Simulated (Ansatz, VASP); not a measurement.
Two plane-wave programs on Be3Te2Se

```
CELL_PARAMETERS angstrom
3.76700 0.00000 0.00000
-1.88350 3.26232 0.00000
0.00000 0.00000 18.45000
ATOMIC_POSITIONS crystal
Be 0.33333 0.66667 0.12500
Be 0.33333 0.66667 0.79167
Be 0.66667 0.33333 0.95833
Be 0.66667 0.33333 0.62500
Be 0.33333 0.66667 0.45833
Be 0.66667 0.33333 0.29167
Te 0.33333 0.66667 0.66667
Te 0.66667 0.33333 0.83333
Te 0.33333 0.66667 0.33333
Te 0.66667 0.33333 0.16667
Se 0.33333 0.66667 0.00000
Se 0.66667 0.33333 0.50000
```

Alike in both runs: task relaxation of cell and atoms; functional PBE; k mesh 4 × 4 × 1; occupations gaussian, width 0.15 eV; no spin polarisation.

```csv
,VASP,Ansatz
version,VASP 6.6.1,Ansatz 0.2.0
potentials or method,"VASP PAW PBE potentials, release 64 (Be, Te, Se), cutoff 600 eV","scalar-relativistic, plane waves, PAW"
valence electrons in the cell,48,108
```

Ansatz gave:

* gap on the k mesh at the Fermi level, each at its own relaxed structure (eV): 2.09
* relaxed volume (Å³/atom): 21.10
* relaxed cell length with the largest relative difference (Å): 19.194

Q: Estimate VASP's values.

A: gap on the k mesh at the Fermi level, each at its own relaxed structure (eV): 2.07; relaxed volume (Å³/atom): 21.11; relaxed cell length with the largest relative difference (Å): 19.199.

VASP's potentials hold 48 valence electrons a cell and Ansatz's 108, so a difference there can come from the potentials and not from the codes.

The k mesh is coarse, so the values compare programs but aren't converged. Neither program's run includes spin-orbit coupling.
